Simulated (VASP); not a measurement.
# Al11Ni8 in VASP: single point with PBEsol

Aim: the single point of Al11Ni8 with PBEsol.

Program: VASP 6.6.1. These are calculated values, not measurements. Logs are shortened: lines on timing, memory, paths and dates and some standing lists are left out, and cuts for length are marked.

### 1 The cell of the first run

The cell holds a slab with vacuum, 19 atoms: a = 4.003 Å, b = 6.296 Å, c = 25.229 Å, α = 90.00°, β = 90.00°, γ = 108.54°.

### 2 Single point, PBEsol

The input, INCAR:

```
PREC     = Accurate       # precision mode
ENCUT    = 520            # plane-wave cutoff, eV
EDIFF    = 1E-6           # SCF threshold, eV
ISMEAR   = 0              # smearing method
SIGMA    = 0.1            # smearing width, eV
LREAL    = Auto         
LASPH    = True           # aspherical terms in the spheres
NELM     = 60             # most SCF steps
ALGO     = Normal         # electronic algorithm
ISIF     = 2              # what is computed and relaxed
LWAVE    = False          # write WAVECAR
LCHARG   = False          # write CHGCAR
LDIPOL   = True         
IDIPOL   = 3            
DIPOL    = 0.5 0.5 0.500
GGA      = PS             # functional
ISYM     = 0            
NBANDS   = 72             # bands
```

The input, KPOINTS:

```
regular mesh
0
Gamma
  9 6 1
```

The input, POSCAR:

```
Al11Ni8
1.0
    4.0031396356      0.0000000000      0.0000000000
   -2.0015698178      5.9693585476      0.0000000000
    0.0000000000      0.0000000000     25.2290960167
Ni Al
8 11
Direct
    0.3955490642      0.7910981284      0.2972758118
    0.9358044037      0.8716088073      0.3671321151
    0.7269025320      0.4538050640      0.4091398362
    0.2671578715      0.5343157430      0.4789961395
    0.0582559999      0.1165119997      0.5210038605
    0.5985113393      0.1970226787      0.5908601638
    0.3896094677      0.7792189354      0.6328678849
    0.9298648072      0.8597296144      0.7027241882
    0.7708606228      0.5417212457      0.3114475459
    0.5604928450      0.1209856900      0.3529603810
    0.3313534678      0.6627069357      0.3881359756
    0.1022140907      0.2044281814      0.4233115702
    0.8918463128      0.7836926257      0.4648244054
    0.6627069357      0.3254138714      0.5000000000
    0.4335675585      0.8671351171      0.5351755946
    0.2231997807      0.4463995614      0.5766884298
    0.9940604035      0.9881208071      0.6118640244
    0.7649210264      0.5298420528      0.6470396190
    0.5545532485      0.1091064971      0.6885524541
```

Potentials or basis: VASP PAW PBE potentials, release 64 (Ni, Al).

Started as:

```bash
$ cat potpaw_PBE.64/Ni/POTCAR potpaw_PBE.64/Al/POTCAR > POTCAR
$ mpirun -np 1 vasp_std > vasp.out
```

OUTCAR:

```text
PREC = Accurate
   ENCUT = 520
   EDIFF = 1E-6
   ISMEAR = 0
   LREAL = Auto
   LASPH = True
   NELM = 60
   ISIF = 2
   GGA = PS
   ISYM = 0

 ion  position               nearest neighbor table
   1  0.396  0.791  0.297-  11 2.42  10 2.42   9 2.52   9 2.52   2 2.71   2 2.71
   2  0.936  0.872  0.367-  11 2.42  11 2.42   9 2.42  12 2.44  13 2.52  10 2.52  10 2.52   3 2.71
                             1 2.71   1 2.71
   3  0.727  0.454  0.409-  14 2.42  11 2.42  11 2.42  13 2.42  10 2.44  12 2.52  12 2.52   9 2.52
                             2 2.71   4 2.71   4 2.71
   4  0.267  0.534  0.479-  14 2.42  14 2.42  11 2.42  12 2.42  15 2.44  16 2.52  13 2.52  13 2.52
                             5 2.71   3 2.71   3 2.71
   5  0.058  0.117  0.521-  14 2.42  14 2.42  17 2.42  16 2.42  13 2.44  15 2.52  12 2.52  15 2.52
                             4 2.71   6 2.71   6 2.71
   6  0.599  0.197  0.591-  14 2.42  17 2.42  17 2.42  15 2.42  18 2.44  19 2.52  16 2.52  16 2.52
                             7 2.71   5 2.71   5 2.71
   7  0.390  0.779  0.633-  17 2.42  17 2.42  19 2.42  16 2.44  15 2.52  18 2.52  18 2.52   6 2.71
                             8 2.71   8 2.71
   8  0.930  0.860  0.703-  17 2.42  18 2.42  19 2.52  19 2.52   7 2.71   7 2.71
   9  0.771  0.542  0.311-   2 2.42   3 2.52   1 2.52   1 2.52  10 2.72  11 2.88  11 2.88
  10  0.560  0.121  0.353-   1 2.42   3 2.44   2 2.52   2 2.52   9 2.72  12 2.72  12 2.72  11 2.88

  11  0.331  0.663  0.388-   2 2.42   1 2.42   2 2.42   3 2.42   3 2.42   4 2.42   9 2.88   9 2.88
                            10 2.88  12 2.88  13 2.88  13 2.88
  12  0.102  0.204  0.423-   4 2.42   2 2.44   3 2.52   3 2.52   5 2.52  10 2.72  10 2.72  13 2.72
                            11 2.88  14 2.88  14 2.88
  13  0.892  0.784  0.465-   3 2.42   5 2.44   2 2.52   4 2.52   4 2.52  15 2.72  15 2.72  12 2.72
                            14 2.88  11 2.88  11 2.88
  14  0.663  0.325  0.500-   3 2.42   4 2.42   4 2.42   5 2.42   6 2.42   5 2.42  13 2.88  15 2.88
                            16 2.88  16 2.88  12 2.88  12 2.88
  15  0.434  0.867  0.535-   6 2.42   4 2.44   5 2.52   7 2.52   5 2.52  13 2.72  13 2.72  16 2.72
                            14 2.88  17 2.88  17 2.88
  16  0.223  0.446  0.577-   5 2.42   7 2.44   4 2.52   6 2.52   6 2.52  18 2.72  18 2.72  15 2.72
                            17 2.88  14 2.88  14 2.88
  17  0.994  0.988  0.612-   7 2.42   8 2.42   7 2.42   6 2.42   6 2.42   5 2.42  19 2.88  19 2.88
                            16 2.88  18 2.88  15 2.88  15 2.88
  18  0.765  0.530  0.647-   8 2.42   6 2.44   7 2.52   7 2.52  19 2.72  16 2.72  16 2.72  17 2.88

  19  0.555  0.109  0.689-   7 2.42   6 2.52   8 2.52   8 2.52  18 2.72  17 2.88  17 2.88

IMPORTANT INFORMATION: All symmetrisations will be switched off!
NOSYMM: (Re-)initialisation of all symmetry stuff for point group C_1.

----------------------------------------------------------------------------------------

                                     Primitive cell

  volume of cell :     602.8789

  direct lattice vectors                    reciprocal lattice vectors
     4.003139636  0.000000000  0.000000000     0.249803927  0.083761094  0.000000000
    -2.001569818  5.969358548  0.000000000     0.000000000  0.167522187  0.000000000
     0.000000000  0.000000000 25.229096017     0.000000000  0.000000000  0.039636775

  length of vectors
     4.003139636  6.295992631 25.229096017     0.263472812  0.167522187  0.039636775

  position of ions in fractional coordinates (direct lattice)
     0.395549064  0.791098128  0.297275812
     0.935804404  0.871608807  0.367132115
     0.726902532  0.453805064  0.409139836
     0.267157871  0.534315743  0.478996139
     0.058256000  0.116512000  0.521003861
     0.598511339  0.197022679  0.590860164
[... 11 lines left out ...]
     0.764921026  0.529842053  0.647039619
     0.554553248  0.109106497  0.688552454

  ion indices of the primitive-cell ions
   primitive index   ion index
                 1           1
                 2           2
                 3           3
                 4           4
                 5           5
                 6           6
[... 11 lines left out ...]
                18          18
                19          19

----------------------------------------------------------------------------------------

 KPOINTS: regular mesh

Automatic generation of k-mesh.
 Grid dimensions read from file:
 generate k-points for:    9    6    1

 Generating k-lattice:

  Cartesian coordinates                     Fractional coordinates (reciprocal lattice)
     0.027755992  0.009306788  0.000000000     0.111111111 -0.000000000  0.000000000
     0.000000000  0.027920365  0.000000000     0.000000000  0.166666667  0.000000000
     0.000000000  0.000000000  0.039636775     0.000000000  0.000000000  1.000000000

  Length of vectors
     0.029274757  0.027920365  0.039636775

  Shift w.r.t. Gamma in fractional coordinates (k-lattice)
[... 27 lines left out ...]
 Found     28 irreducible k-points:

 Following reciprocal coordinates:
            Coordinates               Weight
  0.000000  0.000000  0.000000      1.000000
  0.111111 -0.000000  0.000000      2.000000
  0.222222  0.000000  0.000000      2.000000
  0.333333  0.000000  0.000000      2.000000
  0.444444  0.000000  0.000000      2.000000
  0.000000  0.166667  0.000000      2.000000
[... 16 lines left out ...]
 -0.111111  0.333333  0.000000      2.000000
  0.000000  0.500000  0.000000      1.000000
 [... further k-points ...]
   k-points           NKPTS =     28   k-points in BZ     NKDIM =     28   number of bands    NBANDS=     72
   number of dos      NEDOS =    301   number of ions     NIONS =     19
   total plane-waves  NPLWV = 276480
   dimension x,y,z NGX =    30 NGY =   48 NGZ =  192
   dimension x,y,z NGXF=    60 NGYF=   96 NGZF=  384
   ions per type =               8  11
   NGX,Y,Z   is equivalent  to a cutoff of  12.46, 12.67, 12.65 a.u.
   NGXF,Y,Z  is equivalent  to a cutoff of  24.92, 25.35, 25.30 a.u.
 SYSTEM =  unknown system
   PREC   = accura    normal or accurate (medium, high low for compatibility)
   ISTART =      0    job   : 0-new  1-cont  2-samecut
   ICHARG =      2    charge: 1-file 2-atom 10-const
   ISPIN  =      1    spin polarized calculation?
   LNONCOLLINEAR =      F non collinear calculations
   LSORBIT =      F    spin-orbit coupling
   LASPH  =      T    aspherical Exc in radial PAW
   ENCUT  =  520.0 eV  38.22 Ry    6.18 a.u.   7.44 11.71 46.91*2*pi/ulx,y,z
   NELM   =     60;   NELMIN=  2; NELMDL= -5     # of ELM steps
   EDIFF  = 0.1E-05   stopping-criterion for ELM
   LREAL  =      T    real-space projection
   EDIFFG = 0.1E-04   stopping-criterion for IOM
   NSW    =      0    number of steps for IOM
   IBRION =     -1    ionic relax: 0-MD 1-quasi-New 2-CG
   NFREE  =      0    steps in history (QN), initial steepest desc. (CG)
   ISIF   =      2    stress and relaxation
   ISYM   =      0    0-nonsym 1-usesym 2-fastsym
   POTIM  = 0.5000    time-step for ionic-motion
   TEBEG  =    0.0;   TEEND  =   0.0 temperature during run
   PSTRESS=    0.0 pullay stress
   NELECT =     113.0000    total number of electrons
   NUPDOWN=      -1.0000    fix difference up-down
   EMIN   =  10.00;   EMAX   =-10.00  energy-range for DOS
   EFERMI =   0.00;   METHOD = LEGACY
   ISMEAR =     0;   SIGMA  =   0.10  broadening in eV -4-tet -1-fermi 0-gaus
   EFERMI_NEDOS =   21; number of points for ismear=-14 and -15
   IALGO  =     38    algorithm
   IMIX   =      4    mixing-type and parameters
     AMIX     =   0.40;   BMIX     =  1.00
     AMIX_MAG =   1.60;   BMIX_MAG =  1.00
  volume/ion in A,a.u.               =      31.73       214.13
  Fermi-wavevector in a.u.,A,eV,Ry     =   0.936895  1.770475 11.942818  0.877772
  Thomas-Fermi vector in A             =   2.063951
   LORBIT       =      0    0 simple, 1 ext, 2 COOP (PROOUT), +10 PAW based schemes
   GGA     = PS    functional components
   LHFCALC =     F    Hartree Fock is set to
   AEXX    =    0.0000 exact exchange contribution
   IVDW    =     0    specifies the selected vdW correction
   LEPSILON=     F    determine dielectric tensor
   LRPA    =     F    only Hartree local field effects (RPA)
 non-spin polarized calculation
 Gauss-broadening in eV      SIGMA  =   0.10
  energy-cutoff  :      520.00
  volume of cell :      602.88
 maximum number of plane-waves:     16297
 NGX is ok and might be reduce to    30
   NGX = 15   NGY = 23   NGZ = 93

 dipolmoment           0.000000      0.000000     -0.000000 electrons x Angstroem

 number of electron     112.9999977 magnetization

 dipolmoment           0.000000      0.000000      0.000001 electrons x Angstroem

 Free energy of the ion-electron system (eV)
  ---------------------------------------------------
  ext. energy  EPLUGINS =         0.00000000
  ---------------------------------------------------
  free energy    TOTEN  =       -98.11363119 eV

  energy without entropy =      -98.06287482  energy(sigma->0) =      -98.08825300

 E-fermi :   1.0304     XC(G=0):  -5.7087

 val. band max:        1.0200938669   @ k =   0.3333   0.1667   0.0000
 cond. band min:       1.0355803575   @ k =  -0.2222   0.1667   0.0000
 fundamental gap:      0.0154864906
 Fermi energy:         1.0304433661

 k-point     1 :       0.0000    0.0000    0.0000
  band No.  band energies     occupation
      1      -9.2306      2.00000
      2      -8.3425      2.00000
      3      -6.9998      2.00000
      4      -5.3948      2.00000
      5      -5.2758      2.00000
      6      -5.1549      2.00000
[... 1693 lines left out ...]
     67       4.1667      0.00000
     68       4.2926      0.00000

 [... further k-points ...]

 [bands above 68 left out]

------------------------ aborting loop because EDIFF is reached ----------------------------------------

 vacuum level on the upper side and lower side of the slab       (xc-potential included)        -0.133        -0.134

  FORCE on cell =-STRESS in cart. coord.  units (eV):
  Direction    XX          YY          ZZ          XY          YZ          ZX
  --------------------------------------------------------------------------------------
  -------------------------------------------------------------------------------------
  Total       -8.6336870     -3.8744226     -4.3946742      0.0038214      0.1387303     -0.0232018
  in kB      -22.9444043    -10.2964491    -11.6790406      0.0101555      0.3686818     -0.0616597
  external PRESSURE =     -14.9732980 kB  Pullay stress =       0.0000000 kB

 VOLUME and BASIS-vectors are now :
 -----------------------------------------------------------------------------
  energy-cutoff  :      520.00
  volume of cell :      602.88
      direct lattice vectors                 reciprocal lattice vectors
     4.003139636  0.000000000  0.000000000     0.249803927  0.083761094  0.000000000
    -2.001569818  5.969358548  0.000000000     0.000000000  0.167522187  0.000000000
     0.000000000  0.000000000 25.229096017     0.000000000  0.000000000  0.039636775

 POSITION                                       TOTAL-FORCE (eV/Angst)
 -----------------------------------------------------------------------------------
     -0.00000      4.72235      7.50000         0.002246     -0.389556      1.028161
      2.00157      5.20295      9.26241         0.003528      0.330317     -0.266297
      2.00157      2.70893     10.32223        -0.004271     -0.150668     -0.101415
     -0.00000      3.18952     12.08464         0.002326      0.009641      0.053439
      0.00000      0.69550     13.14446         0.000225     -0.006654     -0.052968
      2.00157      1.17610     14.90687         0.005620      0.150442      0.100699
[... 11 lines left out ...]
      2.00157      3.16282     16.32422        -0.000314      0.437980      0.114958
      2.00157      0.65130     17.37156         0.001122     -0.515042      0.134027
 -----------------------------------------------------------------------------------
    total drift:                               -0.017533     -0.010348     -0.000710

  FREE ENERGIE OF THE ION-ELECTRON SYSTEM (eV)
  ---------------------------------------------------
  free  energy   TOTEN  =       -98.1136311938 eV

  energy  without entropy=      -98.0628748151  energy(sigma->0) =      -98.08825300

 vacuum level on the upper side and lower side of the slab         5.467         5.467
```

It took 34 min on 1 thread of Intel Xeon 6975P-C (Granite Rapids), shared host; peak memory 1.1 GiB.

Results:

```
Free energy            : -98.1136 eV
Largest force          : 1.099 eV/Å
Band gap on the k mesh : zero (an odd number of electrons rules out a gap without spin polarisation)
```

Forces on the atoms (eV/Å):
```
Ni   0.002 -0.390  1.028
Ni   0.004  0.330 -0.266
Ni  -0.004 -0.151 -0.101
Ni   0.002  0.010  0.053
Ni   0.000 -0.007 -0.053
Ni   0.006  0.150  0.101
Ni  -0.002 -0.331  0.267
Ni   0.000  0.391 -1.027
Al  -0.001  0.518 -0.131
Al  -0.002 -0.441 -0.116
Al   0.002  0.130 -0.266
Al   0.003 -0.034 -0.025
Al   0.004  0.022 -0.117
Al  -0.002  0.001  0.000
Al  -0.004 -0.023  0.120
Al  -0.006  0.035  0.022
Al  -0.003 -0.134  0.263
Al   0.000  0.438  0.115
Al   0.001 -0.515  0.134
```

Levels at points of the mesh, in eV from the Fermi level:
```tsv
k point	band 52	band 53	band 54	band 55	band 56	band 57	band 58	band 59	band 60	band 61
(0.00, 0.00, 0.00)	-0.69	-0.16	-0.15	-0.15	0.37	0.39	0.75	0.81	1.21	1.42
(0.00, 0.50, 0.00)	-0.68	-0.53	0.06	0.10	0.43	1.35	1.50	1.63	1.79	1.91
```

Caveat: the PAW data sets were made with another functional, which shifts forces and pressure a little. Spin polarisation is off, so any magnetic state and its effect on volume and gap are missing.
